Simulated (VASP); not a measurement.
A run of VASP 6.6.1 is set up as follows.

Contents of INCAR:

```
PREC = Accurate
ENCUT = 600
EDIFF = 1E-6
ISMEAR = -1
SIGMA = 0.05
LREAL = F
LASPH = T
NELM = 100
ALGO = Normal
ISIF = 3
LWAVE = F
LCHARG = F
GGA = PS
IBRION = 2
NSW = 80
EDIFFG = -0.01
```

KPOINTS

```
regular mesh
0
Gamma
  15 15 15
```

POSCAR

```
Cu
1.0
   -1.4427930000      1.4427930000      1.3760810000
    1.4427930000     -1.4427930000      1.3760810000
    1.4427930000      1.4427930000     -1.3760810000
Cu
1
Direct
    0.0000000000      0.0000000000      0.0000000000
```

Potentials or basis: VASP PAW PBE potentials, release 64 (Cu).

Run with:

```console
$ cat potpaw_PBE.64/Cu/POTCAR > POTCAR
$ mpirun -np 1 vasp_std > vasp.out
```

**Question.** Predict the relaxed volume.

**Answer.** 11.41 Å³/atom.

**Question.** What does it give for the space group after relaxing (to 0.05 Å)?

**Answer.** I4/mmm (No. 139).

**Question.** What does it give for the relaxed cell?

**Answer.** a = 2.458 Å, b = 2.458 Å, c = 2.458 Å, α = 108.20°, β = 108.20°, γ = 112.04°.

Final structure:
```
Cu
1.0
    -1.44120    1.44120    1.37385
     1.44120   -1.44120    1.37385
     1.44120    1.44120   -1.37385
Cu
1
Direct
  0.00000 0.00000 0.00000
```

Caveat: the PAW data sets were made with another functional, which shifts forces and pressure a little.
